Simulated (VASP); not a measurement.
# Pt (P6_3/mmc) in VASP: relaxation of shape and atoms at fixed volume with r2SCAN

Aim: the relaxation of shape and atoms at fixed volume of Pt with r2SCAN.

Program: VASP 6.6.1. These are calculated values, not measurements. Logs are shortened: lines on timing, memory, paths and dates and some standing lists are left out, and cuts for length are marked.

## (1) The cell of the first run

It takes space group P6_3/mmc (No. 194, hexagonal). The conventional cell has a = 2.715 Å, b = 2.715 Å, c = 4.758 Å, α = 90.00°, β = 90.00°, γ = 120.00°. Within 3.6 Å of Pt (site symmetry -6m2) lie 12 Pt at 2.72 to 2.85 Å.

This isn't the form of Pt at room conditions, which is fcc.

## (2) Relaxation of shape and atoms at fixed volume, r2SCAN (15.19 Å³/atom)

POSCAR reads:

```
Pt
1.0
    2.7151562654      0.0000000000      0.0000000000
   -1.3575781327      2.3513943011      0.0000000000
    0.0000000000      0.0000000000      4.7584506124
Pt
2
Direct
    0.3333333333      0.6666666667      0.7500000000
    0.6666666667      0.3333333333      0.2500000000
```

INCAR.step1 reads:

```
SYSTEM = Pt
ALGO = Normal ; EDIFF = 1E-4
ENCUT = 600 ; GGA = PE
ISMEAR = 0 ; LASPH = .TRUE.
LCHARG = .FALSE. ; LREAL = .FALSE.
LWAVE = .TRUE. ; NELM = 60
PREC = Accurate ; SIGMA = 0.05
```

INCAR.step2 reads:

```
SYSTEM = Pt
ALGO = Normal ; EDIFF = 1E-7
EDIFFG = -0.04 ; ENCUT = 600
IBRION = 2 ; ISIF = 4
ISMEAR = 0 ; ISTART = 1
LASPH = .TRUE. ; LCHARG = .FALSE.
LMIXTAU = .TRUE. ; LREAL = .FALSE.
LWAVE = .FALSE. ; METAGGA = R2SCAN
NELM = 60 ; NSW = 60
PREC = Accurate ; SIGMA = 0.05
```

KPOINTS reads:

```
k-points
0
G
  18 18 10
  0 0 0
```

Potentials or basis: VASP PAW PBE potentials, release 64 (Pt).

Command:

```sh
$ cat potpaw_PBE.64/Pt/POTCAR > POTCAR
$ cp INCAR.step1 INCAR
$ mpirun -np 1 vasp_std > vasp.out
$ cp INCAR.step2 INCAR
$ mpirun -np 1 vasp_std > vasp.out
```

OUTCAR:

```text
SYSTEM = Pt
   EDIFF = 1E-7
   EDIFFG = -0.04
   ENCUT = 600
   IBRION = 2
   ISIF = 4
   ISMEAR = 0
   ISTART = 1
   LASPH = .TRUE.
   LREAL = .FALSE.
   METAGGA = R2SCAN
   NELM = 60
   NSW = 60
   PREC = Accurate

 ion  position               nearest neighbor table
   1  0.333  0.667  0.750-   2 2.85   2 2.85   2 2.85   2 2.85   2 2.85   2 2.85
   2  0.667  0.333  0.250-   1 2.85   1 2.85   1 2.85   1 2.85   1 2.85   1 2.85

  LATTYP: Found a hexagonal cell.
 ALAT       =     2.7151562654
 C/A-ratio  =     1.7525512889

  Lattice vectors:

 A1 = (   2.7151562654,   0.0000000000,   0.0000000000)
 A2 = (  -1.3575781327,   2.3513943011,   0.0000000000)
 A3 = (   0.0000000000,   0.0000000000,   4.7584506124)

Analysis of symmetry for initial positions (statically):
=====================================================================
 Subroutine PRICEL returns:
 Original cell was already a primitive cell.

 Routine SETGRP: Setting up the symmetry group for a
 hexagonal supercell.

 Subroutine GETGRP returns: Found 24 space group operations
 (whereof 12 operations were pure point group operations)
 out of a pool of 24 trial point group operations.

The static configuration has the point symmetry D_3d.
 The point group associated with its full space group is D_6h.

Analysis of symmetry for dynamics (positions and initial velocities):
=====================================================================
 Subroutine PRICEL returns:
 Original cell was already a primitive cell.

 Routine SETGRP: Setting up the symmetry group for a
 hexagonal supercell.

 Subroutine GETGRP returns: Found 24 space group operations
 (whereof 12 operations were pure point group operations)
 out of a pool of 24 trial point group operations.

The dynamic configuration has the point symmetry D_3d.
 The point group associated with its full space group is D_6h.

 Subroutine INISYM returns: Found 24 space group operations
 (whereof 12 operations are pure point group operations),
 and found     1 'primitive' translations

----------------------------------------------------------------------------------------

                                     Primitive cell

  volume of cell :      30.3799

  direct lattice vectors                    reciprocal lattice vectors
     2.715156265  0.000000000  0.000000000     0.368302927  0.212639794  0.000000000
    -1.357578133  2.351394301  0.000000000     0.000000000  0.425279588  0.000000000
     0.000000000  0.000000000  4.758450612     0.000000000  0.000000000  0.210152439

  length of vectors
     2.715156265  2.715156265  4.758450612     0.425279588  0.425279588  0.210152439

  position of ions in fractional coordinates (direct lattice)
     0.333333333  0.666666667  0.750000000
     0.666666667  0.333333333  0.250000000

  ion indices of the primitive-cell ions
   primitive index   ion index
                 1           1
                 2           2

----------------------------------------------------------------------------------------

 KPOINTS: k-points

Automatic generation of k-mesh.
 Grid dimensions read from file:
 generate k-points for:   18   18   10

 Generating k-lattice:

  Cartesian coordinates                     Fractional coordinates (reciprocal lattice)
     0.020461274  0.011813322  0.000000000     0.055555556  0.000000000  0.000000000
     0.000000000  0.023626644  0.000000000     0.000000000  0.055555556  0.000000000
     0.000000000  0.000000000  0.021015244     0.000000000  0.000000000  0.100000000

  Length of vectors
[... 65 lines left out ...]
   PSTRESS=    0.0 pullay stress
   NELECT =      20.0000    total number of electrons
   NUPDOWN=      -1.0000    fix difference up-down
   EMIN   =  10.00;   EMAX   =-10.00  energy-range for DOS
   EFERMI =   0.00;   METHOD = LEGACY
   ISMEAR =     0;   SIGMA  =   0.05  broadening in eV -4-tet -1-fermi 0-gaus
   EFERMI_NEDOS =   21; number of points for ismear=-14 and -15
   IALGO  =     38    algorithm
   IMIX   =      4    mixing-type and parameters
     AMIX     =   0.40;   BMIX     =  1.00
     AMIX_MAG =   1.60;   BMIX_MAG =  1.00
  volume/ion in A,a.u.               =      15.19       102.51
  Fermi-wavevector in a.u.,A,eV,Ry     =   1.424152  2.691256 27.595441  2.028208
  Thomas-Fermi vector in A             =   2.544673
   LORBIT       =      0    0 simple, 1 ext, 2 COOP (PROOUT), +10 PAW based schemes
   METAGGA = R2SCAN    functional components
   LHFCALC =     F    Hartree Fock is set to
   AEXX    =    0.0000 exact exchange contribution
   IVDW    =     0    specifies the selected vdW correction
   LEPSILON=     F    determine dielectric tensor
   LRPA    =     F    only Hartree local field effects (RPA)
 conjugate gradient relaxation of ions
 non-spin polarized calculation
 Gauss-broadening in eV      SIGMA  =   0.05
  energy-cutoff  :      600.00
  volume of cell :       30.38
 maximum number of plane-waves:      1040
 NGX is ok and might be reduce to    24
   NGX = 11   NGY = 11   NGZ = 19

--------------------------------------- Ionic step        1  -------------------------------------------

 number of electron      20.0000000 magnetization

 Free energy of the ion-electron system (eV)
  ---------------------------------------------------
  ext. energy  EPLUGINS =         0.00000000
  ---------------------------------------------------
  free energy    TOTEN  =      -102.87005136 eV

  energy without entropy =     -102.86596178  energy(sigma->0) =     -102.86800657

------------------------ aborting loop because EDIFF is reached ----------------------------------------

  FORCE on cell =-STRESS in cart. coord.  units (eV):
  Direction    XX          YY          ZZ          XY          YZ          ZX
  --------------------------------------------------------------------------------------
  -------------------------------------------------------------------------------------
  Total        1.0676314      1.0676314      0.6865135      0.0000000      0.0000000      0.0000000
  in kB       56.3048843     56.3048843     36.2054370      0.0000000      0.0000000      0.0000000
  external PRESSURE =      49.6050685 kB  Pullay stress =       0.0000000 kB

 VOLUME and BASIS-vectors are now :
 -----------------------------------------------------------------------------
  energy-cutoff  :      600.00
  volume of cell :       30.38
      direct lattice vectors                 reciprocal lattice vectors
     2.715156265  0.000000000  0.000000000     0.368302927  0.212639794  0.000000000
    -1.357578133  2.351394301  0.000000000     0.000000000  0.425279588  0.000000000
     0.000000000  0.000000000  4.758450612     0.000000000  0.000000000  0.210152439

 POSITION                                       TOTAL-FORCE (eV/Angst)
 -----------------------------------------------------------------------------------
     -0.00000      1.56760      3.56884         0.000000      0.000000      0.000000
      1.35758      0.78380      1.18961        -0.000000     -0.000000      0.000000
 -----------------------------------------------------------------------------------
    total drift:                               -0.000000      0.000000     -0.000000

  FREE ENERGIE OF THE ION-ELECTRON SYSTEM (eV)
  ---------------------------------------------------
  free  energy   TOTEN  =      -102.8700513623 eV

  energy  without entropy=     -102.8659617810  energy(sigma->0) =     -102.86800657

--------------------------------------- Ionic step        2  -------------------------------------------

 number of electron      20.0000000 magnetization

 Free energy of the ion-electron system (eV)
  ---------------------------------------------------
  ext. energy  EPLUGINS =         0.00000000
  ---------------------------------------------------
  free energy    TOTEN  =      -102.87102387 eV

  energy without entropy =     -102.86671297  energy(sigma->0) =     -102.86886842

 E-fermi :  10.8406     XC(G=0): -14.5731

 val. band max:       10.8390583937   @ k =   0.3889  -0.0000   0.4000
 cond. band min:      10.8444815443   @ k =   0.2778   0.0556   0.5000
 fundamental gap:      0.0054231506
 Fermi energy:        10.8406137888

 k-point     1 :       0.0000    0.0000    0.0000
  band No.  band energies     occupation
      1       0.4653      2.00000
      2       3.1611      2.00000
      3       6.5352      2.00000
      4       7.0794      2.00000
      5       7.0794      2.00000
      6       7.4779      2.00000
      7       7.4779      2.00000
      8       8.8210      2.00000
      9       8.8210      2.00000
     10      10.1365      2.00000
     11      10.5604      2.00000
     12      10.5604      2.00000
     13      16.0494      0.00000
     14      26.8559      0.00000
[... 377 lines left out ...]
      1       4.2051      2.00000
      2       4.3031      2.00000
      3       4.7673      2.00000
      4       7.0403      2.00000
      5       7.3340      2.00000
      6       7.3600      2.00000
      7       7.7346      2.00000
      8      10.4175      2.00000
      9      10.5742      2.00000
     10      10.9726      0.00019
     11      13.1032      0.00000
     12      16.5141      0.00000
     13      18.3578      0.00000
     14      20.5938      0.00000

 [... further k-points ...]

------------------------ aborting loop because EDIFF is reached ----------------------------------------

  FORCE on cell =-STRESS in cart. coord.  units (eV):
  Direction    XX          YY          ZZ          XY          YZ          ZX
  --------------------------------------------------------------------------------------
  -------------------------------------------------------------------------------------
  Total        0.8701358      0.8701358      0.9260008      0.0000000     -0.0000000      0.0000000
  in kB       45.8893348     45.8893348     48.8355513      0.0000000     -0.0000000      0.0000000
  external PRESSURE =      46.8714070 kB  Pullay stress =       0.0000000 kB

 VOLUME and BASIS-vectors are now :
 -----------------------------------------------------------------------------
  energy-cutoff  :      600.00
  volume of cell :       30.38
      direct lattice vectors                 reciprocal lattice vectors
     2.723502100  0.000000000  0.000000000     0.367174308  0.211988186 -0.000000000
    -1.361751050  2.358622006 -0.000000000    -0.000000000  0.423976372 -0.000000000
     0.000000000  0.000000000  4.729331932    -0.000000000  0.000000000  0.211446355

 POSITION                                       TOTAL-FORCE (eV/Angst)
 -----------------------------------------------------------------------------------
     -0.00000      1.57241      3.54700        -0.000000     -0.000000      0.000000
      1.36175      0.78621      1.18233         0.000000      0.000000      0.000000
 -----------------------------------------------------------------------------------
    total drift:                               -0.000000      0.000000     -0.000000

  FREE ENERGIE OF THE ION-ELECTRON SYSTEM (eV)
  ---------------------------------------------------
  free  energy   TOTEN  =      -102.8710238731 eV

  energy  without entropy=     -102.8667129699  energy(sigma->0) =     -102.86886842

 reached required accuracy - stopping structural energy minimisation
```

Run time: 14 min. Hardware: 1 thread of Intel Xeon 8259CL, shared host; peak memory 0.25 GiB.

Results:

- Free energy: -102.8710 eV
- Energy gained by relaxing: 0.5 meV/atom
- Ionic steps: 2
- Pressure after relaxing: 4.7 GPa
- Band gap on the k mesh: zero (bands 10 and 11 overlap by 1.47 eV)

Stress tensor (GPa, compression positive):
```
4.59 0.00 0.00
0.00 4.59 0.00
0.00 0.00 4.88
```

The path:
| step | energy change (eV) | largest force (eV/Å) | pressure (GPa) | volume (Å³) |
| --- | --- | --- | --- | --- |
| 1 | 0.0000 | 0.0000 | 4.96 | 30.38 |
| 2 | -0.0010 | 0.0000 | 4.69 | 30.38 |

Final structure:
```
CELL_PARAMETERS angstrom
2.72350 0.00000 0.00000
-1.36175 2.35862 0.00000
0.00000 0.00000 4.72933
ATOMIC_POSITIONS crystal
Pt 0.33333 0.66667 0.75000
Pt 0.66667 0.33333 0.25000
```

Levels at points of the mesh, in eV from the Fermi level:
```csv
k point,band 6,band 7,band 8,band 9,band 10,band 11,band 12,band 13,band 14
"(0.00, 0.00, 0.00)",-3.36,-3.36,-2.02,-2.02,-0.70,-0.28,-0.28,5.21,16.02
"(0.50, 0.00, 0.00)",-3.18,-2.75,-0.04,0.34,0.56,2.53,4.12,7.90,9.50
"(0.00, 0.00, 0.50)",-3.76,-3.76,-3.76,-0.91,-0.91,-0.91,-0.91,12.85,12.85
"(0.50, 0.00, 0.50)",-2.02,-0.90,-0.90,0.47,0.47,1.86,1.86,7.15,7.15
```

Caveat: the PAW data sets were made with another functional, which shifts forces and pressure a little; spin-orbit coupling is left out, which moves the levels of the heavy elements.
